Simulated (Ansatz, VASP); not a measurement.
# Two plane-wave programs on Li

INCAR

```
PREC = Accurate ; ENCUT = 520
EDIFF = 1E-6 ; ISMEAR = 0
SIGMA = 0.1 ; LREAL = False
LASPH = True ; NELM = 80
ALGO = Normal ; ISIF = 2
LWAVE = False ; LCHARG = True
LDIPOL = True ; IDIPOL = 3
DIPOL = 0.5 0.5 0.622 ; GGA = PS
LELF = True ; LVHAR = True
LVACPOTAV = True ; NBANDS = 16
```

The input KPOINTS:

```
regular mesh
0
Gamma
  10 10 1
```

Contents of POSCAR:

```
Li
1.0
    3.5538092279      0.0000000000      0.0000000000
    0.0000000000      3.5538092279      0.0000000000
    0.0000000000      0.0000000000     31.5204005589
Li
5
Direct
    0.7606116090      0.2393883910      0.5629516331
    0.2595099610      0.7404900390      0.5302803896
    0.2612101483      0.7387898517      0.6221782545
   -0.2361388368      1.2361388368      0.6706489071
    0.2637301524      0.7362698476      0.7247975145
```

Input for Ansatz:

```yaml
crystal:
  lattice:
    - [3.5538092279, 0.0, 0.0]
    - [0.0, 3.5538092279, 0.0]
    - [0.0, 0.0, 31.5204005589]
  atoms:
    - { symbol: Li, position: [0.760611609, 0.239388391, 0.5629516331] }
    - { symbol: Li, position: [0.259509961, 0.740490039, 0.5302803896] }
    - { symbol: Li, position: [0.2612101483, 0.7387898517, 0.6221782545] }
    - { symbol: Li, position: [-0.2361388368, 1.2361388368, 0.6706489071] }
    - { symbol: Li, position: [0.2637301524, 0.7362698476, 0.7247975145] }
basis:
  ecutwfc: 420
kpoints:
  mp_grid: { grid: [10, 10, 1] }
hamiltonian:
  xc: pbesol
scf:
  occupations: { method: gaussian, width: 0.1 }
output:
  forces: true
  stress: true
  eigenvalues: true
  write_density: true
  write_potential: true
  elf: true
  volumetric_format: npy
efield:
  axis: 3
  dipole_correction: true
  ramp_width: 0.04
```

Alike in both runs: task single point; functional PBEsol; k mesh 10 × 10 × 1; occupations gaussian, width 0.1 eV; no spin polarisation.

```csv
,VASP,Ansatz
version,VASP 6.6.1,Ansatz 0.2.0
potentials or method,"VASP PAW PBE potentials, release 64 (Li_sv), cutoff 520 eV","scalar-relativistic, plane waves, PAW"
valence electrons in the cell,15,15
```

Ansatz gave:

| Item | Value |
| --- | --- |
| gap on the k mesh at the Fermi level (eV) | none |
| rms of the force components (eV/Å) | 0.200 |
| work function, face that differs most (eV) | 2.88 |

Problem. Estimate VASP's values.

Solution. gap on the k mesh at the Fermi level (eV): none; rms of the force components (eV/Å): 0.201; work function, face that differs most (eV): 2.88.

VASP's potentials were made for PBE, not for PBEsol. Atom by atom the forces differ by 0.002 eV/Å (rms over components). A gap of «none» marks a metal or a gap that the smearing closes. With one functional, cell and mesh, what is left measures potentials, basis and numerics. Ansatz's warnings: xc potential rough in thin density.

Noted on VASP's run: the cutoff is short for stress, so the pressure is rough.
